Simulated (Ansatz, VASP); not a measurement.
**Ti2Al3Ru: VASP beside Ansatz**

```
CELL_PARAMETERS angstrom
2.75034 -3.95494 0.00000
2.75034 3.95494 0.00000
0.00000 0.00000 3.91091
ATOMIC_POSITIONS crystal
Ti 0.50000 0.50000 0.00000
Ti 0.00000 0.00000 0.00000
Al 0.73915 0.26085 0.00000
Al 0.26085 0.73915 0.00000
Al 0.50000 0.50000 0.50000
Ru 0.00000 0.00000 0.50000
```

Alike in both runs: task single point; functional PBE; k mesh 4 × 4 × 4; occupations gaussian, width 0.1 eV; no spin polarisation.

|  | VASP | Ansatz |
| --- | --- | --- |
| version | VASP 6.6.1 | Ansatz 0.2.0 |
| potentials or method | VASP PAW PBE potentials, release 64 (Ti_sv, Al, Ru_pv), cutoff 520 eV | scalar-relativistic, plane waves, PAW |
| valence electrons in the cell | 47 | 49 |

```tsv
	VASP	Ansatz	Ansatz less VASP
gap on the k mesh at the Fermi level (eV)	none	none	-
rms of the force components (eV/Å)	1.295	1.281	-0.0142
```

Atom by atom the forces differ by 0.014 eV/Å (rms over components). A gap of «none» marks a metal or a gap that the smearing closes. With one functional, cell and mesh, what is left measures potentials, basis and numerics. VASP's potentials hold 47 valence electrons a cell and Ansatz's 49, so a difference there can come from the potentials and not from the codes.

The k mesh is coarse, so the values compare programs but aren't converged.
